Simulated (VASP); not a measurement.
# Sn: single point with PBEsol+D3(BJ)

Crystal: Sn.

```
CELL_PARAMETERS angstrom
-1.82215 1.73911 1.98682
1.82215 -1.73911 1.98682
1.82215 1.73911 -1.98682
ATOMIC_POSITIONS crystal
Sn 0.00000 0.00000 0.00000
```

This cell differs from its parent crystal: strain +0.0050 x Voigt [0, 1, 0, 0, 0, 0].

```yaml
Program: VASP 6.6.1
Task: single point
Functional: PBEsol
Dispersion: D3(BJ)
Potentials_or_basis: VASP PAW PBE potentials, release 64 (Sn_d)
Cutoff: 520 eV
k_mesh: 24 × 24 × 24
Occupations: gaussian, width 0.15 eV
Spin: no spin polarisation
Dipole_correction: no
Further_INCAR_settings: ALGO = Fast; EDIFF = 1e-07; NBANDS = 13
```

| Quantity | Value |
| --- | --- |
| Pressure | -0.3 GPa |
| Band gap on the k mesh | zero (bands 7 and 8 overlap by 10.80 eV) |
| Dispersion energy per atom | -0.422 eV |

Stress tensor (GPa, compression positive):
```
-0.05  0.00  0.00
 0.00 -0.43  0.00
 0.00  0.00 -0.47
```

Levels at points of the mesh, in eV from the Fermi level:
```
           k point  band 3  band 4  band 5  band 6  band 7  band 8  band 9  band 10  band 11  band 12
(0.00, 0.00, 0.00)  -21.48  -21.38  -21.32  -11.70    8.22    8.34    9.04    11.52    12.17    12.97
(0.50, 0.00, 0.00)  -21.38  -21.32  -21.24   -6.55   -4.88    4.10    5.87     8.68     8.78    13.35
(0.00, 0.50, 0.00)  -21.39  -21.34  -21.25   -6.93   -5.01    4.79    6.79     9.48     9.66    12.98
(0.50, 0.50, 0.00)  -21.33  -21.31  -21.22   -5.99   -4.61    3.03    4.40     7.33     7.42    16.97
(0.50, 0.50, 0.50)  -21.28  -21.26  -21.24   -2.50   -1.92   -0.31    0.72     3.59     4.61    18.86
```

Run time: 2.5 min on 1 thread of Intel(R) Xeon(R) 6975P-C (Granite Rapids), with other jobs on the host, peak memory 0.66 GiB.

Caveat: the cell differs from its parent crystal (strain +0.0050 x Voigt [0, 1, 0, 0, 0, 0]); the PAW data sets were made with another functional, which shifts forces and pressure a little; spin-orbit coupling is left out, which moves the levels of the heavy elements.
